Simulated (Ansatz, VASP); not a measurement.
## GaPtC4N4: VASP beside Ansatz

```xyz
10
Lattice="7.2896 0.0000 0.0000 0.0000 7.2896 0.0000 0.0000 0.0000 3.5806" Properties=species:S:1:pos:R:3 pbc="T T T"
Ga    0.0000    0.0000    0.0000
Pt    3.6448    3.6448    0.0000
C     1.4395    5.8502    0.0000
C     5.8502    1.4395    0.0000
C     1.4395    1.4395    0.0000
C     5.8502    5.8502    0.0000
N     2.2644    5.0253    0.0000
N     5.0253    2.2644    0.0000
N     2.2644    2.2644    0.0000
N     5.0253    5.0253    0.0000
```

Alike in both runs: functional PBE; k mesh 4 × 4 × 4; occupations gaussian, width 0.1 eV; no spin polarisation.

Ansatz relaxed the structure, and its values are those at the end. VASP's run is a single point on that final structure, the one shown.

```csv
,VASP,Ansatz
version,VASP 6.6.1,Ansatz 0.2.0
potentials or method,"VASP PAW PBE potentials, release 64 (Ga_d, Pt, C, N), cutoff 520 eV","scalar-relativistic, plane waves, PAW"
valence electrons in the cell,59,67
```

VASP gave:

- gap on the k mesh at the Fermi level (eV): none
- pressure (GPa): 0.3
- rms of the force components (eV/Å): 0.201

Q: What did Ansatz give for the same quantities?

A: gap on the k mesh at the Fermi level (eV): none; pressure (GPa): 0.0; rms of the force components (eV/Å): 0.005.

A gap of «none» marks a metal or a gap that the smearing closes. One of these differences is far larger than is usual between the two programs; its cause wasn't traced. VASP's potentials hold 59 valence electrons a cell and Ansatz's 67, so a difference there can come from the potentials and not from the codes.

The k mesh is coarse, so the values compare programs but aren't converged. Neither program's run includes spin-orbit coupling. Noted on VASP's run: the standard files for N, O and F lose accuracy on very short bonds.
